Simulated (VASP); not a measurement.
Write the native input for VASP 6.6.1 that does the following.

| Quantity | Value |
| --- | --- |
| Task | single point |
| Functional | PBEsol |
| Potentials or basis | VASP PAW PBE potentials, release 64 (Cs_sv, Pb_d, Br) |
| Cutoff | 520 eV |
| k mesh | 6 × 6 × 6 |
| Occupations | gaussian, width 0.05 eV |
| Spin | no spin polarisation |
| Dipole correction | no |
| Further INCAR settings | ALGO = Normal; EDIFF = 1e-06; NBANDS = 30 |

The structure of CsPbBr3 lies in POSCAR:

```
CsPbBr3
1.0
    5.5765000000      0.0000000000      0.0000000000
    0.0000000000      5.5765000000      0.0000000000
    0.0000000000      0.0000000000      5.8700000000
Cs Pb Br
1 1 3
Direct
    0.0000000000      0.0000000000      0.0000000000
    0.5000000000      0.5000000000      0.5000000000
    0.0000000000      0.5000000000      0.5000000000
    0.5000000000      0.0000000000      0.5000000000
    0.5000000000      0.5000000000      0.0000000000
```

This cell differs from its parent crystal: strain -0.050 along x and y, +0.000 along z.

These files were run (other wordings do the same):

INCAR

```
SYSTEM = CsPbBr3
PREC = Accurate
ENCUT = 520
EDIFF = 1E-6
ISMEAR = 0
SIGMA = 0.05
LREAL = .FALSE.
LASPH = .TRUE.
NELM = 60
ALGO = Normal
ISIF = 2
LWAVE = .FALSE.
LCHARG = .FALSE.
GGA = PS
NBANDS = 30
```

KPOINTS

```
regular mesh
0
G
  6 6 6
  0 0 0
```

Potentials or basis: VASP PAW PBE potentials, release 64 (Cs_sv, Pb_d, Br).

The run is started by

```console
$ cat potpaw_PBE.64/Cs_sv/POTCAR potpaw_PBE.64/Pb_d/POTCAR potpaw_PBE.64/Br/POTCAR > POTCAR
$ mpirun -np 1 vasp_std > vasp.out
```

It gave:

- Pressure: 3.0 GPa
- Band gap on the k mesh: 0.62 eV

Caveat: the cell differs from its parent crystal (strain -0.050 along x and y, +0.000 along z); the cell stands under pressure; the PAW data sets were made with another functional, which shifts forces and pressure a little; spin-orbit coupling is left out, which moves the levels of the heavy elements.

It took 82 s on 1 thread of Intel(R) Xeon(R) 6975P-C (Granite Rapids) (shared host), peak memory 0.4 GiB.
